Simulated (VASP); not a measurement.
# ZnCdF4: relaxation of cell and atoms with PBE

ZnCdF4:

```
Zn Cd F
1.0
     3.76200    0.00000    0.00000
     0.00000    3.76200    0.00000
     0.00000    0.00000    6.24949
Zn Cd F
1 1 4
Direct
  0.00000 0.00000 0.00000
  0.50000 0.50000 0.50000
  0.00000 0.00000 0.69598
  0.50000 0.00000 0.00000
  0.00000 0.50000 0.00000
  0.00000 0.00000 0.30402
```

```
Program                : VASP 6.6.1
Task                   : relaxation of cell and atoms
Functional             : PBE
Potentials or basis    : VASP PAW PBE potentials, release 64 (Zn, Cd, F)
Cutoff                 : 600 eV
k mesh                 : 4 × 4 × 4
Occupations            : gaussian, width 0.1 eV
Spin                   : no spin polarisation
Dipole correction      : no
Further INCAR settings : ALGO = Normal; EDIFF = 1e-06; IBRION = 2; EDIFFG = -0.04; NSW = 90; ISIF = 3
```

- Relaxed volume: 15.50 Å³/atom
- Relaxed cell: a = 3.702 Å, b = 3.702 Å, c = 6.783 Å, α = 90.00°, β = 90.00°, γ = 90.00°
- Space group after relaxing (to 0.05 Å): P4/mmm (No. 123)
- Energy gained by relaxing: 67.7 meV/atom
- Ionic steps: 10
- Pressure after relaxing: 0.3 GPa
- Largest force after relaxing: 0.009 eV/Å
- Band gap on the k mesh: zero (band 26 reaches -0.15 eV, above the bottom of band 27 at -2.06 eV)

Forces on the atoms (eV/Å):
```
Zn   0.000  0.000  0.000
Cd   0.000  0.000  0.000
F    0.000  0.000 -0.009
F    0.000  0.000  0.000
F    0.000  0.000  0.000
F    0.000  0.000  0.009
```

Stress tensor (GPa, compression positive):
```
0.26 0.00 0.00
0.00 0.26 0.00
0.00 0.00 0.39
```

The path:
```
step  energy change (eV)  largest force (eV/Å)  pressure (GPa)  volume (Å³)
   1              0.0000                2.0010            4.85        88.45
   2             -0.3259                0.2306           -1.46        94.24
   3             -0.3294                0.0534           -2.06        95.06
   4             -0.3889                0.0040           -0.28        92.98
   5             -0.3984                0.0191            0.82        91.91
   6             -0.3984                0.0213            0.77        91.83
   7             -0.3983                0.0246            1.06        91.66
   8             -0.3984                0.0223            0.92        91.76
   9             -0.4050                0.0005            0.27        92.68
  10             -0.4060                0.0093            0.30        92.98
```

Final structure:
```cif
data_structure
_symmetry_space_group_name_H-M 'P 1'
_symmetry_Int_Tables_number 1
_cell_length_a 3.7024
_cell_length_b 3.7024
_cell_length_c 6.7828
_cell_angle_alpha 90.000
_cell_angle_beta 90.000
_cell_angle_gamma 90.000
_cell_volume 92.98
loop_
_atom_site_label
_atom_site_type_symbol
_atom_site_fract_x
_atom_site_fract_y
_atom_site_fract_z
_atom_site_occupancy
Zn1 Zn 0.00000 0.00000 0.00000 1
Cd1 Cd 0.50000 0.50000 0.50000 1
F1 F 0.00000 0.00000 0.67446 1
F2 F 0.50000 0.00000 0.00000 1
F3 F 0.00000 0.50000 0.00000 1
F4 F 0.00000 0.00000 0.32554 1
```

Levels at points of the mesh, in eV from the Fermi level:
```
           k point  band 23  band 24  band 25  band 26  band 27  band 28  band 29  band 30
(0.00, 0.00, 0.00)    -2.18    -1.91    -1.91    -1.61    -1.10     4.70     6.06     9.69
(0.50, 0.00, 0.00)    -1.68    -1.60    -1.50    -1.07     1.29     3.91     6.34     9.02
(0.50, 0.50, 0.00)    -1.58    -1.58    -1.18     0.81     1.01     5.49     5.49     6.23
(0.00, 0.00, 0.50)    -2.18    -1.91    -1.91    -1.59    -0.68     3.80     7.15     9.68
(0.50, 0.00, 0.50)    -2.29    -1.63    -1.50    -0.48     1.30     4.02     6.11     8.44
(0.50, 0.50, 0.50)    -1.61    -1.18    -0.79     0.81     0.95     5.50     5.50     6.47
```

Wall time 3.4 min on 1 thread of Intel(R) Xeon(R) 6975P-C (Granite Rapids), with other jobs on the host, peak memory 0.24 GiB.

Caveat: the k points lie up to 0.42 Å⁻¹ apart in the final cell.
